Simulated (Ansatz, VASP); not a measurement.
ScGaC6N6: VASP beside Ansatz

```xyz
14
Lattice="0.0000 5.5065 5.5065 5.5065 0.0000 5.5065 5.5065 5.5065 0.0000" Properties=species:S:1:pos:R:3 pbc="T T T"
Sc    5.5065    5.5065    5.5065
Ga    0.0000    0.0000    0.0000
C     2.1416    5.5065    5.5065
C     5.5065    2.1416    5.5065
C     5.5065    5.5065    2.1416
C     8.8714    5.5065    5.5065
C     5.5065    8.8714    5.5065
C     5.5065    5.5065    8.8714
N     3.3073    5.5065    5.5065
N     5.5065    3.3073    5.5065
N     5.5065    5.5065    3.3073
N     7.7056    5.5065    5.5065
N     5.5065    7.7056    5.5065
N     5.5065    5.5065    7.7056
```

Alike in both runs: functional PBE; k mesh 4 × 4 × 4; occupations gaussian, width 0.02 eV; no spin polarisation.

Ansatz relaxed the structure, and its values are those at the end. VASP's run is a single point on that final structure, the one shown.

|  | VASP | Ansatz |
| --- | --- | --- |
| version | VASP 6.6.1 | Ansatz 0.2.0 |
| potentials or method | VASP PAW PBE potentials, release 64 (Sc_sv, Ga_d, C, N), cutoff 520 eV | scalar-relativistic, plane waves, PAW |
| valence electrons in the cell | 78 | 78 |

```csv
,VASP,Ansatz,Ansatz less VASP
gap on the k mesh at the Fermi level (eV),3.71,3.71,+0.009
least direct gap on the mesh (eV),3.79,3.80,+0.008
pressure (GPa),0.5,0.0,-0.45
rms of the force components (eV/Å),0.214,0.001,-0.2121
```

One of these differences is far larger than is usual between the two programs; its cause wasn't traced.

Noted on VASP's run: the standard files for N, O and F lose accuracy on very short bonds.
